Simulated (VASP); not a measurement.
Here is a VASP 6.6.1 calculation.

The input POSCAR:

```
Be
1.0
    0.0000000000      2.4326624056      2.4326624056
    2.4326624056      0.0000000000      2.4326624056
    2.4326624056      2.4326624056      0.0000000000
Be
2
Direct
    0.1250000000      0.1250000000      0.1250000000
    0.8750000000      0.8750000000      0.8750000000
```

The input INCAR.step1:

```
SYSTEM = Be
PREC = Accurate
ENCUT = 520
ISMEAR = -1
SIGMA = 0.1
LREAL = .FALSE.
LASPH = .TRUE.
NELM = 60
NBANDS = 9
GGA = PE
ALGO = Normal
EDIFF = 1E-4
LWAVE = .TRUE.
LCHARG = .FALSE.
```

Contents of INCAR.step2:

```
SYSTEM = Be
PREC = Accurate
ENCUT = 520
EDIFF = 1E-6
ISMEAR = -1
SIGMA = 0.1
LREAL = .FALSE.
LASPH = .TRUE.
NELM = 60
ALGO = Normal
ISIF = 2
LWAVE = .FALSE.
LCHARG = .TRUE.
METAGGA = R2SCAN
LMIXTAU = .TRUE.
LELF = .TRUE.
LVHAR = .TRUE.
NBANDS = 9
ISTART = 1
```

File KPOINTS:

```
Automatic mesh
0
G
  12 12 12
  0 0 0
```

Potentials or basis: VASP PAW PBE potentials, release 64 (Be).

Command:

```bash
$ cat potpaw_PBE.64/Be/POTCAR > POTCAR
$ cp INCAR.step1 INCAR
$ mpirun -np 1 vasp_std > vasp.out
$ cp INCAR.step2 INCAR
$ mpirun -np 1 vasp_std > vasp.out
```

Q: What does it give for the pressure?

A: 1.9 GPa.

Q: What does it give for the band gap on the k mesh?

A: Zero (band 2 reaches 7.25 eV, above the bottom of band 3 at 0.44 eV).

Caveat: the PAW data sets were made with another functional, which shifts forces and pressure a little.
